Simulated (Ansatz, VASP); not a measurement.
**Hf3SiMo in VASP and in Ansatz**

```
Hf Si Mo
1.0
     4.94322    0.00000    0.00000
     0.00000    4.94322    0.00000
     0.00000    0.00000    4.94322
Hf Si Mo
3 1 1
Direct
  0.50000 0.00000 0.50000
  0.50000 0.50000 0.00000
  0.00000 0.50000 0.50000
  0.00000 0.00000 0.00000
  0.50000 0.50000 0.50000
```

Change from the starting cell: species swapped into the Lu3SnC type (Pm-3m, No. 221).

Alike in both runs: functional PBE; k mesh 4 × 4 × 4; occupations gaussian, width 0.1 eV; no spin polarisation.

Ansatz relaxed the structure, and its values are those at the end. VASP's run is a single point on that final structure, the one shown.

|  | VASP | Ansatz |
| --- | --- | --- |
| version | VASP 6.6.1 | Ansatz 0.2.0 |
| potentials or method | VASP PAW PBE potentials, release 64 (Hf_pv, Si, Mo_sv), cutoff 520 eV | scalar-relativistic, plane waves, PAW |
| valence electrons in the cell | 48 | 96 |

VASP gave:

- gap on the k mesh at the Fermi level (eV): none
- pressure (GPa): -0.4

Which values does Ansatz return?

gap on the k mesh at the Fermi level (eV): none; pressure (GPa): 0.1.

A gap of «none» marks a metal or a gap that the smearing closes. The functional is the same, so the differences come from potentials, cutoffs and numerics. VASP's potentials hold 48 valence electrons a cell and Ansatz's 96, so a difference there can come from the potentials and not from the codes.

Spin-orbit coupling is off throughout.
